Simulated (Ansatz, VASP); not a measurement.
Given: the input of a run of Ansatz 0.2.0 on InAs.

The input input.yaml:

```yaml
crystal:
  lattice:
    - [0.0, 2.9337360524, 2.9337360524]
    - [2.9337360524, 0.0, 2.9337360524]
    - [2.9337360524, 2.9337360524, 0.0]
  atoms:
    - { symbol: In, position: [0.5, 0.5, 0.5] }
    - { symbol: As, position: [0.0, 0.0, 0.0] }
hamiltonian:
  xc: r2scan
  pseudopotentials: { kind: paw }
kpoints:
  mp_grid: { grid: [8, 8, 8] }
scf:
  occupations: { method: fermi_dirac, width: 0.05 }
output:
  forces: true
  stress: true
  eigenvalues: true
```

Potentials or basis: Ansatz PAW.

Command:

```bash
$ ansatz run input.yaml --threads 2 --pin off --max-ram 5632MiB --backend cpu --events-out ev --progress --plain --runs-dir out
```

Q: Translate it to VASP 6.6.1. Potentials there: VASP PAW PBE potentials, release 64 (In_d, As).

A: As run (the cutoff follows the program's own potentials):

Contents of POSCAR:

```
InAs
1.0
    0.0000000000      2.9337360524      2.9337360524
    2.9337360524      0.0000000000      2.9337360524
    2.9337360524      2.9337360524      0.0000000000
In As
1 1
Direct
    0.5000000000      0.5000000000      0.5000000000
    0.0000000000      0.0000000000      0.0000000000
```

INCAR.step1

```
PREC = Accurate ; ENCUT = 520
ISMEAR = -1 ; SIGMA = 0.05
LREAL = F ; LASPH = T
NELM = 100 ; NBANDS = 16
GGA = PE ; ALGO = Normal
EDIFF = 1E-4 ; LWAVE = T
LCHARG = F
```

Contents of INCAR.step2:

```
PREC = Accurate ; ENCUT = 520
EDIFF = 1E-7 ; ISMEAR = -1
SIGMA = 0.05 ; LREAL = F
LASPH = T ; NELM = 100
ALGO = Normal ; ISIF = 2
LWAVE = F ; LCHARG = T
METAGGA = R2SCAN ; LMIXTAU = T
LELF = T ; LVHAR = T
NBANDS = 16 ; ISTART = 1
```

KPOINTS

```
regular mesh
0
Gamma
  8 8 8
```

Potentials or basis: VASP PAW PBE potentials, release 64 (In_d, As).

Command:

```bash
$ cat potpaw_PBE.64/In_d/POTCAR potpaw_PBE.64/As/POTCAR > POTCAR
$ cp INCAR.step1 INCAR
$ mpirun -np 1 vasp_std > vasp.out
$ cp INCAR.step2 INCAR
$ mpirun -np 1 vasp_std > vasp.out
```

Both were run:

|  | VASP | Ansatz | Ansatz less VASP |
| --- | --- | --- | --- |
| gap on the k mesh at the Fermi level (eV) | none | none | - |
| pressure (GPa) | -5.3 | -5.4 | -0.04 |

VASP's potentials were made for PBE, not for r2SCAN. A gap of «none» marks a metal or a gap that the smearing closes. VASP's potentials hold 18 valence electrons a cell and Ansatz's 28, so a difference there can come from the potentials and not from the codes.
